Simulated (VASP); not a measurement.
# BeTe: single point with r2SCAN

BeTe:

```
CELL_PARAMETERS angstrom
2.77283 2.77283 0.00000
-2.77283 2.77283 0.00000
0.00000 2.77283 2.77283
ATOMIC_POSITIONS crystal
Be 0.00000 0.00000 0.00000
Te 0.75000 0.25000 0.50000
```

```json
{
 "Program": "VASP 6.6.1",
 "Task": "single point",
 "Functional": "r2SCAN",
 "Potentials or basis": "VASP PAW PBE potentials, release 64 (Be, Te)",
 "Cutoff": "520 eV",
 "k mesh": "8 × 8 × 8",
 "Occupations": "gaussian, width 0.01 eV",
 "Spin": "no spin polarisation"
}
```

```
Pressure               : 4.2 GPa
Band gap on the k mesh : 2.22 eV, indirect (least direct gap 3.96 eV)
```

Levels at points of the mesh, in eV from the valence-band top:
```tsv
k point	band 1	band 2	band 3	band 4	band 5	band 6	band 7	band 8	band 9
(0.00, 0.00, 0.00)	-13.12	0.00	0.00	0.00	3.96	3.96	3.96	4.88	9.12
(0.50, 0.00, 0.00)	-11.55	-6.08	-1.26	-1.26	3.68	4.98	4.98	8.46	12.02
(0.50, 0.50, 0.00)	-10.97	-5.61	-2.93	-2.93	2.22	2.92	10.87	10.87	12.83
```

It took 35 s on 1 thread of Intel(R) Xeon(R) Platinum 8559C (Emerald Rapids), on a shared host, peak memory 0.17 GiB.

Caveat: the PAW data sets were made with another functional, which shifts forces and pressure a little; spin-orbit coupling is left out, which moves the levels of the heavy elements. r2SCAN opens gaps a little over a GGA but as a rule still falls short of measured ones.
